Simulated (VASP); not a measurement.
Crystal: Si2N.

```
Si N
1.0
     4.90542    0.00000    0.00000
     0.00000    5.00319    0.00000
     0.00000    0.00000    3.29480
Si N
4 2
Direct
  0.28789 0.31917 0.00000
  0.21211 0.81917 0.50000
  0.71211 0.68083 0.00000
  0.78789 0.18083 0.50000
  0.00000 0.00000 0.00000
  0.50000 0.50000 0.50000
```

```yaml
Program: VASP 6.6.1
Task: relaxation of cell and atoms
Functional: PBE
Potentials_or_basis: VASP PAW PBE potentials, release 64 (Si, N)
Cutoff: 600 eV
k_mesh: 4 × 4 × 6
Occupations: gaussian, width 0.1 eV
Spin: no spin polarisation
```

At the start: pressure -2.4 GPa; volume 13.48 Å³/atom.

Q: How do energy, volume and symmetry change on relaxing?

A: Over 79 steps the energy falls by 820.3 meV/atom and the volume is 15.73 Å³/atom (+16.7 %); space group Pnnm (No. 58, to 0.05 Å).

Step by step:
```csv
step,energy change (eV),largest force (eV/Å),pressure (GPa),volume (Å³)
1,0.0000,0.8397,-2.36,80.86
3,-0.6754,0.6455,2.66,73.62
5,-1.2084,0.7150,16.38,63.85
7,-1.4220,0.9282,19.07,62.19
9,-1.9801,0.6019,10.10,64.71
11,-2.4045,0.1973,-0.87,68.64
13,-2.5591,0.1947,0.92,69.67
15,-2.6543,0.1660,-0.66,69.39
17,-2.6620,0.1667,1.17,68.64
19,-2.6714,0.1622,1.00,68.78
21,-2.7091,0.1533,0.34,69.41
23,-2.8032,0.3630,0.43,71.85
25,-2.8209,0.2968,1.62,72.44
27,-2.8239,0.2516,2.35,72.74
29,-2.8648,0.3149,1.58,74.63
31,-2.9592,0.3671,-0.20,83.49
33,-3.1383,0.8180,-2.45,90.17
35,-3.3425,1.4784,-5.37,101.07
37,-3.4682,1.4020,-5.40,105.14
39,-3.5820,1.0820,-5.90,112.26
41,-3.6903,0.1499,-1.39,108.68
43,-3.8323,0.1048,-1.05,105.12
45,-4.0742,1.0883,4.16,89.46
47,-4.2173,0.7175,2.80,92.69
49,-4.3396,2.4886,11.10,85.73
51,-4.5587,1.6045,9.32,87.69
53,-4.6253,1.0782,7.30,88.66
55,-4.6779,0.6187,3.97,89.25
57,-4.7435,0.2334,0.76,91.21
59,-4.7601,0.1917,0.74,91.76
61,-4.8009,0.1093,1.02,93.41
63,-4.8302,0.2975,-1.53,95.74
65,-4.8730,0.0908,0.10,95.71
67,-4.8979,0.3326,-1.48,95.77
69,-4.9138,0.0355,0.52,94.26
71,-4.9179,0.0400,0.77,93.63
73,-4.9191,0.0659,0.33,93.70
75,-4.9198,0.1120,-0.21,94.10
77,-4.9206,0.0349,-0.16,94.37
79,-4.9219,0.0340,-0.29,94.35
```

Final structure:
```
Si N
1.0
     3.45187    0.00000    0.00000
     0.00000    8.18493    0.00000
     0.00000    0.00000    3.33946
Si N
4 2
Direct
  0.98099 0.19901 0.00000
  0.51901 0.69901 0.50000
  0.01901 0.80099 0.00000
  0.48099 0.30099 0.50000
  0.00000 0.00000 0.00000
  0.50000 0.50000 0.50000
```

Caveat: the volume moved by over 15 % at a fixed basis, so the end points are rough.
